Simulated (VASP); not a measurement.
# NaCl in VASP: further runs

Runs on NaCl. Level: LDA. Tasks: single point.

Program: VASP 6.6.1. These are calculated values, not measurements. Logs are shortened: lines on timing, memory, paths and dates and some standing lists are left out, and cuts for length are marked.

## Step 1: The cell of the first run

Symmetry: Pm-3m, No. 221, cubic system. Conventional cell: a = 2.860 Å, b = 2.860 Å, c = 2.860 Å, α = 90.00°, β = 90.00°, γ = 90.00°. Na (site symmetry m-3m) has 8 Cl at 2.48 Å and 6 Na at 2.86 Å within 3.3 Å. Within 3.3 Å of Cl (site symmetry m-3m) lie 8 Na at 2.48 Å and 6 Cl at 2.86 Å.

## Step 2: Single point, LDA

File INCAR:

```
ALGO     = Normal         # electronic algorithm
EDIFF    = 1E-6           # SCF threshold, eV
ENCUT    = 500            # plane-wave cutoff, eV
GGA_COMPAT= F            
ISIF     = 2              # what is computed and relaxed
ISMEAR   = -1             # smearing method
LASPH    = T              # aspherical terms in the spheres
LCHARG   = T              # write CHGCAR
LELF     = T              # ELF
LREAL    = F              # projectors in reciprocal space
LVHAR    = T            
LWAVE    = F              # write WAVECAR
NBANDS   = 14             # bands
NELM     = 120            # most SCF steps
PREC     = Accurate       # precision mode
SIGMA    = 0.05           # smearing width, eV
```

File KPOINTS:

```
k-points
0
Gamma
  7 7 7
```

File POSCAR:

```
NaCl
1.0
    2.8600000000      0.0000000000      0.0000000000
    0.0000000000      2.8600000000      0.0000000000
    0.0000000000      0.0000000000      2.8600000000
Na Cl
1 1
Direct
    0.0000000000      0.0000000000      0.0000000000
    0.5000000000      0.5000000000      0.5000000000
```

Potentials or basis: VASP PAW LDA potentials, release 64 (Na_pv, Cl).

Launch:

```bash
$ cat potpaw_LDA.64/Na_pv/POTCAR potpaw_LDA.64/Cl/POTCAR > POTCAR
$ mpirun -np 1 vasp_std > vasp.out
```

OUTCAR:

```text
EDIFF = 1E-6
   ENCUT = 500
   ISIF = 2
   ISMEAR = -1
   LASPH = T
   LREAL = F
   NELM = 120
   PREC = Accurate

 ion  position               nearest neighbor table
   1  0.000  0.000  0.000-   2 2.48   2 2.48   2 2.48   2 2.48   2 2.48   2 2.48   2 2.48   2 2.48

   2  0.500  0.500  0.500-   1 2.48   1 2.48   1 2.48   1 2.48   1 2.48   1 2.48   1 2.48   1 2.48

  LATTYP: Found a simple cubic cell.
 ALAT       =     2.8600000000

  Lattice vectors:

 A1 = (   2.8600000000,   0.0000000000,   0.0000000000)
 A2 = (   0.0000000000,   2.8600000000,   0.0000000000)
 A3 = (   0.0000000000,   0.0000000000,   2.8600000000)

Analysis of symmetry for initial positions (statically):
=====================================================================
 Subroutine PRICEL returns:
 Original cell was already a primitive cell.

 Routine SETGRP: Setting up the symmetry group for a
 simple cubic supercell.

 Subroutine GETGRP returns: Found 48 space group operations
 (whereof 48 operations were pure point group operations)
 out of a pool of 48 trial point group operations.

The static configuration has the point symmetry O_h .

Analysis of symmetry for dynamics (positions and initial velocities):
=====================================================================
 Subroutine PRICEL returns:
 Original cell was already a primitive cell.

 Routine SETGRP: Setting up the symmetry group for a
 simple cubic supercell.

 Subroutine GETGRP returns: Found 48 space group operations
 (whereof 48 operations were pure point group operations)
 out of a pool of 48 trial point group operations.

The dynamic configuration has the point symmetry O_h .

 Subroutine INISYM returns: Found 48 space group operations
 (whereof 48 operations are pure point group operations),
 and found     1 'primitive' translations

----------------------------------------------------------------------------------------

                                     Primitive cell

  volume of cell :      23.3937

  direct lattice vectors                    reciprocal lattice vectors
     2.860000000  0.000000000  0.000000000     0.349650350  0.000000000  0.000000000
     0.000000000  2.860000000  0.000000000     0.000000000  0.349650350  0.000000000
     0.000000000  0.000000000  2.860000000     0.000000000  0.000000000  0.349650350

  length of vectors
     2.860000000  2.860000000  2.860000000     0.349650350  0.349650350  0.349650350

  position of ions in fractional coordinates (direct lattice)
     0.000000000  0.000000000  0.000000000
     0.500000000  0.500000000  0.500000000

  ion indices of the primitive-cell ions
   primitive index   ion index
                 1           1
                 2           2

----------------------------------------------------------------------------------------

 KPOINTS: k-points

Automatic generation of k-mesh.
 Grid dimensions read from file:
 generate k-points for:    7    7    7

 Generating k-lattice:

  Cartesian coordinates                     Fractional coordinates (reciprocal lattice)
     0.049950050  0.000000000  0.000000000     0.142857143  0.000000000  0.000000000
     0.000000000  0.049950050  0.000000000     0.000000000  0.142857143  0.000000000
     0.000000000  0.000000000  0.049950050     0.000000000  0.000000000  0.142857143

  Length of vectors
     0.049950050  0.049950050  0.049950050

  Shift w.r.t. Gamma in fractional coordinates (k-lattice)
     0.000000000  0.000000000  0.000000000

 Subroutine IBZKPT returns following result:
 ===========================================

 Found     20 irreducible k-points:

 Following reciprocal coordinates:
            Coordinates               Weight
  0.000000  0.000000  0.000000      1.000000
  0.142857  0.000000  0.000000      6.000000
  0.285714  0.000000  0.000000      6.000000
  0.428571  0.000000  0.000000      6.000000
  0.142857  0.142857  0.000000     12.000000
  0.285714  0.142857  0.000000     24.000000
[... 12 lines left out ...]
  0.428571  0.428571  0.285714     24.000000
  0.428571  0.428571  0.428571      8.000000
   k-points           NKPTS =     20   k-points in BZ     NKDIM =     20   number of bands    NBANDS=     14
   number of dos      NEDOS =    301   number of ions     NIONS =      2
   total plane-waves  NPLWV =  13824
   dimension x,y,z NGX =    24 NGY =   24 NGZ =   24
   dimension x,y,z NGXF=    48 NGYF=   48 NGZF=   48
   ions per type =               1   1
   NGX,Y,Z   is equivalent  to a cutoff of  13.95, 13.95, 13.95 a.u.
   NGXF,Y,Z  is equivalent  to a cutoff of  27.90, 27.90, 27.90 a.u.
 SYSTEM =  unknown system
   PREC   = accura    normal or accurate (medium, high low for compatibility)
   ISTART =      0    job   : 0-new  1-cont  2-samecut
   ICHARG =      2    charge: 1-file 2-atom 10-const
   ISPIN  =      1    spin polarized calculation?
   LNONCOLLINEAR =      F non collinear calculations
   LSORBIT =      F    spin-orbit coupling
   LASPH  =      T    aspherical Exc in radial PAW
   ENCUT  =  500.0 eV  36.75 Ry    6.06 a.u.   5.21  5.21  5.21*2*pi/ulx,y,z
   NELM   =    120;   NELMIN=  2; NELMDL= -5     # of ELM steps
   EDIFF  = 0.1E-05   stopping-criterion for ELM
   LREAL  =      F    real-space projection
   EDIFFG = 0.1E-04   stopping-criterion for IOM
   NSW    =      0    number of steps for IOM
   IBRION =     -1    ionic relax: 0-MD 1-quasi-New 2-CG
   NFREE  =      0    steps in history (QN), initial steepest desc. (CG)
   ISIF   =      2    stress and relaxation
   ISYM   =      2    0-nonsym 1-usesym 2-fastsym
   POTIM  = 0.5000    time-step for ionic-motion
   TEBEG  =    0.0;   TEEND  =   0.0 temperature during run
   PSTRESS=    0.0 pullay stress
   NELECT =      14.0000    total number of electrons
   NUPDOWN=      -1.0000    fix difference up-down
   EMIN   =  10.00;   EMAX   =-10.00  energy-range for DOS
   EFERMI =   0.00;   METHOD = LEGACY
   ISMEAR =    -1;   SIGMA  =   0.05  broadening in eV -4-tet -1-fermi 0-gaus
   EFERMI_NEDOS =   21; number of points for ismear=-14 and -15
   IALGO  =     38    algorithm
   IMIX   =      4    mixing-type and parameters
     AMIX     =   0.40;   BMIX     =  1.00
     AMIX_MAG =   1.60;   BMIX_MAG =  1.00
  volume/ion in A,a.u.               =      11.70        78.93
  Fermi-wavevector in a.u.,A,eV,Ry     =   1.379595  2.607056 25.895713  1.903281
  Thomas-Fermi vector in A             =   2.504550
   LORBIT       =      0    0 simple, 1 ext, 2 COOP (PROOUT), +10 PAW based schemes
   GGA     = CA    functional components
   LHFCALC =     F    Hartree Fock is set to
   AEXX    =    0.0000 exact exchange contribution
   IVDW    =     0    specifies the selected vdW correction
   LEPSILON=     F    determine dielectric tensor
   LRPA    =     F    only Hartree local field effects (RPA)
 non-spin polarized calculation
  energy-cutoff  :      500.00
  volume of cell :       23.39
 maximum number of plane-waves:       619
 NGX is ok and might be reduce to    24

 number of electron      14.0000001 magnetization

 Free energy of the ion-electron system (eV)
  ---------------------------------------------------
  ext. energy  EPLUGINS =         0.00000000
  ---------------------------------------------------
  free energy    TOTEN  =        -5.52838350 eV

  energy without entropy =       -5.52838350  energy(sigma->0) =       -5.52838350

 E-fermi :   7.7198     XC(G=0): -11.8956

 val. band max:        6.5578765345   @ k =   0.4286   0.4286   0.0000
 cond. band min:      11.1792765550   @ k =   0.4286   0.4286   0.0000
 fundamental gap:      4.6214000205
 Fermi energy:         7.7197995308

 k-point     1 :       0.0000    0.0000    0.0000
  band No.  band energies     occupation
      1     -16.0987      2.00000
      2     -16.0987      2.00000
      3     -16.0987      2.00000
      4     -10.2994      2.00000
      5       5.3613      2.00000
      6       5.3613      2.00000
      7       5.3613      2.00000
      8      13.0414      0.00000
      9      13.0414      0.00000
     10      13.6566      0.00000
     11      24.4066      0.00000
     12      24.4066      0.00000
     13      24.4066      0.00000
     14      28.6535      0.00000

 k-point     2 :       0.1429    0.0000    0.0000
  band No.  band energies     occupation
      1     -16.1906      2.00000
      2     -16.0915      2.00000
      3     -16.0915      2.00000
      4     -10.0265      2.00000
      5       3.8687      2.00000
      6       5.4447      2.00000
      7       5.4447      2.00000
      8      13.3690      0.00000
      9      13.7105      0.00000
     10      15.2827      0.00000
     11      22.8086      0.00000
     12      22.8086      0.00000
     13      24.6453      0.00000
     14      26.8238      0.00000

 k-point     3 :       0.2857    0.0000    0.0000
  band No.  band energies     occupation
      1     -16.3841      2.00000
      2     -16.0755      2.00000
      3     -16.0755      2.00000
      4      -9.3500      2.00000
      5       1.4663      2.00000
      6       5.6429      2.00000
      7       5.6429      2.00000
      8      14.3031      0.00000
      9      14.5658      0.00000
     10      18.6411      0.00000
     11      20.6417      0.00000
     12      20.6417      0.00000
     13      23.1135      0.00000
     14      25.2698      0.00000

 k-point     4 :       0.4286    0.0000    0.0000
  band No.  band energies     occupation
      1     -16.5286      2.00000
      2     -16.0626      2.00000
      3     -16.0626      2.00000
      4      -8.7029      2.00000
      5      -0.1559      2.00000
      6       5.8146      2.00000
      7       5.8146      2.00000
      8      15.4307      0.00000
      9      15.5117      0.00000
     10      19.3760      0.00000
     11      19.3760      0.00000
     12      20.0185      0.00000
     13      20.4839      0.00000
     14      25.9094      0.00000

 k-point     5 :       0.1429    0.1429    0.0000
  band No.  band energies     occupation
      1     -16.2051      2.00000
      2     -16.1488      2.00000
      3     -16.0847      2.00000
      4      -9.7787      2.00000
      5       3.9123      2.00000
      6       4.0995      2.00000
      7       5.5366      2.00000
      8      13.8351      0.00000
      9      15.3292      0.00000
     10      15.5940      0.00000
     11      21.0006      0.00000
[... 208 lines left out ...]
 k-point    18 :       0.4286    0.2857    0.2857
  band No.  band energies     occupation
      1     -16.3536      2.00000
      2     -16.2313      2.00000
      3     -16.2043      2.00000
      4      -7.6770      2.00000
      5       1.2990      2.00000
      6       2.9398      2.00000
      7       3.1869      2.00000
      8      13.5782      0.00000
      9      14.0125      0.00000
     10      15.7697      0.00000
     11      22.2065      0.00000
     12      22.6258      0.00000
     13      26.1387      0.00000
     14      27.1499      0.00000

 k-point    19 :       0.4286    0.4286    0.2857
  band No.  band energies     occupation
      1     -16.3183      2.00000
      2     -16.3088      2.00000
      3     -16.1965      2.00000
      4      -7.2849      2.00000
      5       1.6794      2.00000
      6       1.6828      2.00000
      7       3.3472      2.00000
      8      12.2021      0.00000
      9      14.3369      0.00000
     10      14.3886      0.00000
     11      22.8501      0.00000
     12      25.6175      0.00000
     13      26.4420      0.00000
     14      26.9718      0.00000

 k-point    20 :       0.4286    0.4286    0.4286
  band No.  band energies     occupation
      1     -16.2915      2.00000
      2     -16.2832      2.00000
      3     -16.2832      2.00000
      4      -6.8311      2.00000
      5       1.8990      2.00000
      6       1.8990      2.00000
      7       1.9833      2.00000
      8      12.8005      0.00000
      9      12.9615      0.00000
     10      12.9615      0.00000
     11      23.9416      0.00000
     12      27.2216      0.00000
     13      27.2216      0.00000
     14      28.1366      0.00000

------------------------ aborting loop because EDIFF is reached ----------------------------------------

  FORCE on cell =-STRESS in cart. coord.  units (eV):
  Direction    XX          YY          ZZ          XY          YZ          ZX
  --------------------------------------------------------------------------------------
  -------------------------------------------------------------------------------------
  Total        7.9491643      7.9491643      7.9491643      0.0000000      0.0000000     -0.0000000
  in kB      544.4198528    544.4198528    544.4198528      0.0000000      0.0000000     -0.0000000
  external PRESSURE =     544.4198528 kB  Pullay stress =       0.0000000 kB

 VOLUME and BASIS-vectors are now :
 -----------------------------------------------------------------------------
  energy-cutoff  :      500.00
  volume of cell :       23.39
      direct lattice vectors                 reciprocal lattice vectors
     2.860000000  0.000000000  0.000000000     0.349650350  0.000000000  0.000000000
     0.000000000  2.860000000  0.000000000     0.000000000  0.349650350  0.000000000
     0.000000000  0.000000000  2.860000000     0.000000000  0.000000000  0.349650350

 POSITION                                       TOTAL-FORCE (eV/Angst)
 -----------------------------------------------------------------------------------
      0.00000      0.00000      0.00000         0.000000      0.000000      0.000000
      1.43000      1.43000      1.43000         0.000000      0.000000      0.000000
 -----------------------------------------------------------------------------------
    total drift:                                0.000000     -0.000000     -0.000000

  FREE ENERGIE OF THE ION-ELECTRON SYSTEM (eV)
  ---------------------------------------------------
  free  energy   TOTEN  =        -5.5283834976 eV

  energy  without entropy=       -5.5283834976  energy(sigma->0) =       -5.52838350
```

It took 3.8 s on 1 thread of Intel Xeon Platinum 8488C (Sapphire Rapids), shared host; peak memory 0.12 GiB.

Results:

```yaml
Free_energy: -5.5284 eV
Pressure: 54.4 GPa
Band_gap_on_the_k_mesh: 4.62 eV, direct
```

Levels at points of the mesh, in eV from the valence-band top:
```
           k point  band 4  band 5  band 6  band 7  band 8  band 9  band 10  band 11
(0.00, 0.00, 0.00)  -16.86   -1.20   -1.20   -1.20    6.48    6.48     7.10    17.85
```

A k mesh can miss the band edges.

## Step 3: Single point, LDA

This run uses another cell than the first one, of the same volume but with other edges.

File INCAR:

```
PREC = Accurate ; ENCUT = 500
EDIFF = 1E-6 ; ISMEAR = -1
SIGMA = 0.05 ; LREAL = F
LASPH = T ; NELM = 120
ALGO = Normal ; ISIF = 2
LWAVE = F ; LCHARG = T
LELF = T ; LVHAR = T
NBANDS = 14 ; GGA_COMPAT = F
```

File KPOINTS:

```
Automatic mesh
0
Gamma
  7 7 7
```

File POSCAR:

```
NaCl
1.0
    2.8991829512      0.0000000000      0.0000000000
    0.0000000000      2.8991829512      0.0000000000
    0.0000000000      0.0000000000      2.7832156332
Na Cl
1 1
Direct
    0.0000000000      0.0000000000      0.0000000000
    0.5000000000      0.5000000000      0.5000000000
```

Potentials or basis: VASP PAW LDA potentials, release 64 (Na_pv, Cl).

Launch:

```bash
$ cat potpaw_LDA.64/Na_pv/POTCAR potpaw_LDA.64/Cl/POTCAR > POTCAR
$ mpirun -np 1 vasp_std > vasp.out
```

It took 7.5 s on 1 thread of Intel Xeon Platinum 8488C (Sapphire Rapids), shared host; peak memory 0.12 GiB.

It converged, with:

| Property | Result |
| --- | --- |
| Free energy | -5.5067 eV |
| Pressure | 54.6 GPa |
| Band gap on the k mesh | 4.19 eV, direct |

Stress tensor (GPa, compression positive):
```
50.93  0.00  0.00
 0.00 50.93  0.00
 0.00  0.00 61.97
```

Levels at points of the mesh, in eV from the valence-band top:
| k point | band 5 | band 6 | band 7 | band 8 | band 9 | band 10 |
| --- | --- | --- | --- | --- | --- | --- |
| (0.00, 0.00, 0.00) | -1.81 | -1.81 | -1.06 | 5.86 | 6.05 | 7.06 |

(Continued in part 2 of 2.)
